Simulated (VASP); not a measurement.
# Ta2N (P-3m1) in VASP: a series of runs, part 3 of 3

VASP 6.6.1. The steps go on from the part before.

## Step 5: Single point, BLYP+D3(BJ), non-collinear spin, zero start, spin-orbit coupling

File INCAR:

```
SYSTEM = Ta2N
AGGAC = 1.0 ; AGGAX = 1.0
ALDAC = 0.0 ; ALDAX = 1.0
ALGO = Normal ; EDIFF = 1E-6
ENCUT = 600 ; GGA = B5
GGA_COMPAT = .False. ; ISIF = 2
ISMEAR = -5 ; IVDW = 12
LASPH = .True. ; LCHARG = .False.
LMAXMIX = 4 ; LNONCOLLINEAR = .True.
LORBIT = 11 ; LORBMOM = .True.
LREAL = .False. ; LSORBIT = .True.
LWAVE = .False. ; MAGMOM = 0 0 0 0 0 0 0 0 0
NBANDS = 40 ; NELM = 200
PREC = Accurate ; SIGMA = 0.1
VDW_A1 = 0.4298 ; VDW_A2 = 4.2359
VDW_S6 = 1.0 ; VDW_S8 = 2.6996
```

File KPOINTS:

```
k-points
0
Gamma
  10 10 6
  0 0 0
```

File POSCAR:

```
Ta2N
1.0
    3.1128615100      0.0000000000      0.0000000000
   -1.5564307550      2.6958171461      0.0000000000
    0.0000000000      0.0000000000      4.8698410000
Ta N
2 1
Direct
    0.3333333333      0.6666666667      0.2547110000
    0.6666666667      0.3333333333      0.7452890000
    0.0000000000      0.0000000000      0.0000000000
```

Potentials or basis: VASP PAW PBE potentials, release 64 (Ta_pv, N).

Launch:

```console
> cat potpaw_PBE.64/Ta_pv/POTCAR potpaw_PBE.64/N/POTCAR > POTCAR
> mpirun -np 1 vasp_ncl > vasp.out
```

OUTCAR:

```text
SYSTEM = Ta2N
   EDIFF = 1E-6
   ENCUT = 600
   GGA = B5
   ISIF = 2
   ISMEAR = -5
   IVDW = 12
   LASPH = .True.
   LNONCOLLINEAR = .True.
   LORBIT = 11
   LREAL = .False.
   LSORBIT = .True.
   NELM = 200
   PREC = Accurate
 IVDW          = 12

 ion  position               nearest neighbor table
   1  0.333  0.667  0.255-   3 2.18   3 2.18   3 2.18   2 2.99   2 2.99   2 2.99   2 3.06   2 3.06
                             2 3.06
   2  0.667  0.333  0.745-   3 2.18   3 2.18   3 2.18   1 2.99   1 2.99   1 2.99   1 3.06   1 3.06
                             1 3.06
   3  0.000  0.000  0.000-   1 2.18   2 2.18   1 2.18   2 2.18   2 2.18   1 2.18

  LATTYP: Found a hexagonal cell.
 ALAT       =     3.1128615100
 C/A-ratio  =     1.5644258456

  Lattice vectors:

 A1 = (   3.1128615100,   0.0000000000,   0.0000000000)
 A2 = (  -1.5564307550,   2.6958171461,   0.0000000000)
 A3 = (   0.0000000000,   0.0000000000,   4.8698410000)

Analysis of symmetry for initial positions (statically):
=====================================================================
 Subroutine PRICEL returns:
 Original cell was already a primitive cell.

 Routine SETGRP: Setting up the symmetry group for a
 hexagonal supercell.

 Subroutine GETGRP returns: Found 12 space group operations
 (whereof 12 operations were pure point group operations)
 out of a pool of 24 trial point group operations.

The static configuration has the point symmetry D_3d.

Analysis of symmetry for dynamics (positions and initial velocities):
=====================================================================
 Subroutine PRICEL returns:
 Original cell was already a primitive cell.

 Routine SETGRP: Setting up the symmetry group for a
 hexagonal supercell.

 Subroutine GETGRP returns: Found 12 space group operations
 (whereof 12 operations were pure point group operations)
 out of a pool of 24 trial point group operations.

The dynamic configuration has the point symmetry D_3d.

Analysis of structural, dynamic, and magnetic symmetry:
=====================================================================
 Subroutine PRICEL returns:
 Original cell was already a primitive cell.

 Routine SETGRP: Setting up the symmetry group for a
 hexagonal supercell.

 Subroutine GETGRP returns: Found 12 space group operations
 (whereof 12 operations were pure point group operations)
 out of a pool of 24 trial point group operations.

The overall configuration has the point symmetry D_3d.

 Subroutine INISYM returns: Found 12 space group operations
 (whereof 12 operations are pure point group operations),
 and found     1 'primitive' translations

----------------------------------------------------------------------------------------

                                     Primitive cell

  volume of cell :      40.8663

  direct lattice vectors                    reciprocal lattice vectors
     3.112861510  0.000000000  0.000000000     0.321247828  0.185472520  0.000000000
    -1.556430755  2.695817146  0.000000000     0.000000000  0.370945040  0.000000000
     0.000000000  0.000000000  4.869841000     0.000000000  0.000000000  0.205345513

  length of vectors
[... 1163 lines left out ...]
  FORCE on cell =-STRESS in cart. coord.  units (eV):
  Direction    XX          YY          ZZ          XY          YZ          ZX
  --------------------------------------------------------------------------------------
  -------------------------------------------------------------------------------------
  Total      -1.41113    -1.41113    -1.34148     0.00000     0.00000     0.00000
  in kB     -55.32400   -55.32400   -52.59333     0.00000     0.00000     0.00000
  external pressure =      -54.41 kB  Pullay stress =        0.00 kB

 VOLUME and BASIS-vectors are now :
 -----------------------------------------------------------------------------
  energy-cutoff  :      600.00
  volume of cell :       40.87
      direct lattice vectors                 reciprocal lattice vectors
     3.112861510  0.000000000  0.000000000     0.321247828  0.185472520  0.000000000
    -1.556430755  2.695817146  0.000000000     0.000000000  0.370945040  0.000000000
     0.000000000  0.000000000  4.869841000     0.000000000  0.000000000  0.205345513

 POSITION                                       TOTAL-FORCE (eV/Angst)
 -----------------------------------------------------------------------------------
     -0.00000      1.79721      1.24040         0.000000      0.000000      0.467021
      1.55643      0.89861      3.62944        -0.000000      0.000000     -0.467021
      0.00000      0.00000      0.00000        -0.000000      0.000000      0.000000
 -----------------------------------------------------------------------------------
    total drift:                                0.000000     -0.000000      0.000000

  FREE ENERGIE OF THE ION-ELECTRON SYSTEM (eV)
  ---------------------------------------------------
  free  energy   TOTEN  =       -35.8674957036 eV

  energy  without entropy=      -35.8674957036  energy(sigma->0) =      -35.86749570

 orbital moment (x)

 # of ion     p       d       tot
 ----------------------------------------
  1        -0.000  -0.000  -0.000
  2        -0.000  -0.000  -0.000
  3        -0.000   0.000  -0.000
 ----------------------------------------
           -0.000  -0.000  -0.000

 orbital moment (y)

 # of ion     p       d       tot
 ----------------------------------------
  1         0.000  -0.000  -0.000
  2         0.000  -0.000  -0.000
  3         0.000   0.000   0.000
 ----------------------------------------
            0.000  -0.000  -0.000

 orbital moment (z)

 # of ion     p       d       tot
 ----------------------------------------
  1         0.000   0.000   0.000
  2         0.000   0.000   0.000
  3         0.000   0.000   0.000
 ----------------------------------------
            0.000   0.000   0.000

 Spin-Orbit-Coupling matrix elements

 Ion:    1  E_soc:     -1.3782769
 l=   1
     0.0000000    -0.2080621    -0.2085003
    -0.2080621     0.0000000    -0.2080621
    -0.2085003    -0.2080621     0.0000000
 l=   2
     0.0000000    -0.0040202     0.0000000    -0.0040202    -0.0166800
    -0.0040202     0.0000000    -0.0137106    -0.0043321    -0.0040202
     0.0000000    -0.0137106     0.0000000    -0.0137106     0.0000000
    -0.0040202    -0.0043321    -0.0137106     0.0000000    -0.0040202
    -0.0166800    -0.0040202     0.0000000    -0.0040202     0.0000000
 l=   3
     0.0000000     0.0000000     0.0000000     0.0000000     0.0000000     0.0000000     0.0000000
     0.0000000     0.0000000     0.0000000     0.0000000     0.0000000     0.0000000     0.0000000
     0.0000000     0.0000000     0.0000000     0.0000000     0.0000000     0.0000000     0.0000000
     0.0000000     0.0000000     0.0000000     0.0000000     0.0000000     0.0000000     0.0000000
[... 29 lines left out ...]
 l=   2
     0.0000000     0.0000000     0.0000000     0.0000000     0.0000000
     0.0000000     0.0000000     0.0000000     0.0000000     0.0000000
     0.0000000     0.0000000     0.0000000     0.0000000     0.0000000
     0.0000000     0.0000000     0.0000000     0.0000000     0.0000000
     0.0000000     0.0000000     0.0000000     0.0000000     0.0000000
 l=   3
     0.0000000     0.0000000     0.0000000     0.0000000     0.0000000     0.0000000     0.0000000
     0.0000000     0.0000000     0.0000000     0.0000000     0.0000000     0.0000000     0.0000000
     0.0000000     0.0000000     0.0000000     0.0000000     0.0000000     0.0000000     0.0000000
     0.0000000     0.0000000     0.0000000     0.0000000     0.0000000     0.0000000     0.0000000
     0.0000000     0.0000000     0.0000000     0.0000000     0.0000000     0.0000000     0.0000000
     0.0000000     0.0000000     0.0000000     0.0000000     0.0000000     0.0000000     0.0000000
     0.0000000     0.0000000     0.0000000     0.0000000     0.0000000     0.0000000     0.0000000

 total charge

# of ion       s       p       d       tot
------------------------------------------
    1        0.306   6.213   2.394   8.913
    2        0.306   6.213   2.394   8.913
    3        1.244   2.530   0.000   3.774
--------------------------------------------------
tot          1.856  14.956   4.787  21.600

 magnetization (x)

# of ion       s       p       d       tot
------------------------------------------
    1       -0.000   0.000   0.000  -0.000
    2       -0.000   0.000   0.000  -0.000
    3        0.000   0.000   0.000   0.000
--------------------------------------------------
tot         -0.000   0.000   0.000  -0.000

 magnetization (y)

# of ion       s       p       d       tot
------------------------------------------
    1       -0.000   0.000   0.000   0.000
    2        0.000   0.000  -0.000  -0.000
    3        0.000   0.000   0.000   0.000
--------------------------------------------------
tot          0.000   0.000   0.000   0.000

 magnetization (z)

# of ion       s       p       d       tot
------------------------------------------
    1        0.000   0.000   0.000   0.000
    2        0.000   0.000   0.000   0.000
    3        0.000  -0.000   0.000  -0.000
--------------------------------------------------
tot          0.000  -0.000   0.000  -0.000
```

Run time: 6.7 min. Hardware: 1 thread of Intel Xeon 6975P-C (Granite Rapids), shared host; peak memory 0.42 GiB.

Results:

- Free energy: -35.8675 eV
- Pressure: -5.4 GPa
- Largest force: 0.467 eV/Å
- Net moment: 0.00 μB per cell
- Valence electrons inside the program's atomic spheres: Ta 8.91; N 3.77
- Dispersion energy per atom: -1.230 eV

Forces on the atoms (eV/Å):
```
Ta   0.000  0.000  0.467
Ta   0.000  0.000 -0.467
N    0.000  0.000  0.000
```

Moments on the atoms (μB; x, y, z):
```
Ta  0.00 0.00 0.00
Ta  0.00 0.00 0.00
N   0.00 0.00 0.00
```

Caveat: the cell stands under tension; the PAW data sets were made with another functional, which shifts forces and pressure a little.

## Step 6: Summary

```csv
task,level,spin,cell,cutoff (eV),smearing,gap on the mesh (eV),pressure (GPa),largest force (eV/Å)
single point,BLYP,off,"a = 3.113, b = 3.113, c = 4.870 Å, angles 90.0, 90.0, 120.0°, 3 atoms",520,fermi-dirac 0.05 eV,none,9.6,0.48
single point,revPBE,off,"a = 3.108, b = 3.108, c = 4.909 Å, angles 90.0, 90.0, 120.0°, 3 atoms",520,fermi-dirac 0.05 eV,none,0.4,0.05
relaxation of cell and atoms,revPBE,off,"relaxed from a = 3.113, b = 3.113, c = 4.870 Å, angles 90.0, 90.0, 120.0°, 3 atoms",600,fermi-dirac 0.05 eV,none,-0.1,-
single point,BLYP+D3(BJ),"non-collinear, zero start, SOC","a = 3.113, b = 3.113, c = 4.870 Å, angles 90.0, 90.0, 120.0°, 3 atoms",600,tetrahedron,-,-5.4,0.47
```

Alike in all rows: potentials or basis VASP PAW PBE potentials, release 64 (Ta_pv, N); k mesh 10 × 10 × 6.

Caveats: the PAW data sets were made with another functional, which shifts forces and pressure a little; spin-orbit coupling is left out, which moves the levels of the heavy elements (at least some runs); the cell stands under pressure (at least some runs); the cell stands under tension (at least some runs).

Total energies depend on the potentials used, so only differences within one code and one set of settings carry meaning.
